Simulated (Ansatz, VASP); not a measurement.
**One calculation of TaN, two programs**

Contents of POSCAR:

```
TaN
1.0
    0.0000000000      2.1790000000      2.3533200000
    2.1790000000      0.0000000000      2.3533200000
    2.1790000000      2.1790000000      0.0000000000
Ta N
1 1
Direct
    0.5000000000      0.5000000000      0.5000000000
    0.0000000000      0.0000000000      0.0000000000
```

INCAR.step1

```
SYSTEM = TaN
ALGO = Normal
EDIFF = 1E-4
ENCUT = 520
GGA = PE
ISMEAR = 0
LASPH = .True.
LCHARG = .False.
LREAL = .False.
LWAVE = .True.
NBANDS = 15
NELM = 60
PREC = Accurate
SIGMA = 0.15
```

File INCAR.step2:

```
SYSTEM = TaN
ALGO = Normal
EDIFF = 1E-6
ENCUT = 520
ISIF = 2
ISMEAR = 0
ISTART = 1
LASPH = .True.
LCHARG = .False.
LMIXTAU = .True.
LREAL = .False.
LWAVE = .False.
METAGGA = R2SCAN
NBANDS = 15
NELM = 60
PREC = Accurate
SIGMA = 0.15
```

KPOINTS

```
k-points
0
Gamma
  18 18 18
  0 0 0
```

Input for Ansatz:

```yaml
crystal:
  lattice:
    - [0.0, 2.179, 2.35332]
    - [2.179, 0.0, 2.35332]
    - [2.179, 2.179, 0.0]
  atoms:
    - { symbol: Ta, position: [0.5, 0.5, 0.5] }
    - { symbol: "N", position: [0.0, 0.0, 0.0] }
basis:
  ecutwfc: 500
kpoints:
  mp_grid: { grid: [18, 18, 18] }
hamiltonian:
  xc: r2scan
scf:
  occupations: { method: gaussian, width: 0.15 }
output:
  forces: true
  stress: true
  eigenvalues: true
  write_density: true
  write_potential: true
  elf: true
  volumetric_format: npy
```

Change from the starting cell: strain +0.000 along x and y, +0.080 along z, atoms carried along.

Alike in both runs: task single point; functional r2SCAN; k mesh 18 × 18 × 18; occupations gaussian, width 0.15 eV; no spin polarisation.

```csv
,VASP,Ansatz
version,VASP 6.6.1,Ansatz 0.2.0
potentials or method,"VASP PAW PBE potentials, release 64 (Ta_pv, N), cutoff 520 eV","scalar-relativistic, plane waves, PAW"
valence electrons in the cell,16,18
```

|  | VASP | Ansatz | Ansatz less VASP |
| --- | --- | --- | --- |
| gap on the k mesh at the Fermi level (eV) | none | none | - |
| pressure (GPa) | -10.0 | -11.5 | -1.57 |
| traceless stress, the component that is largest in VASP (GPa) | -15.92 | -15.91 | +0.017 |

VASP's potentials were made for PBE, not for r2SCAN. A gap of «none» marks a metal or a gap that the smearing closes. VASP's potentials hold 16 valence electrons a cell and Ansatz's 18, so a difference there can come from the potentials and not from the codes.

Neither program's run includes spin-orbit coupling.
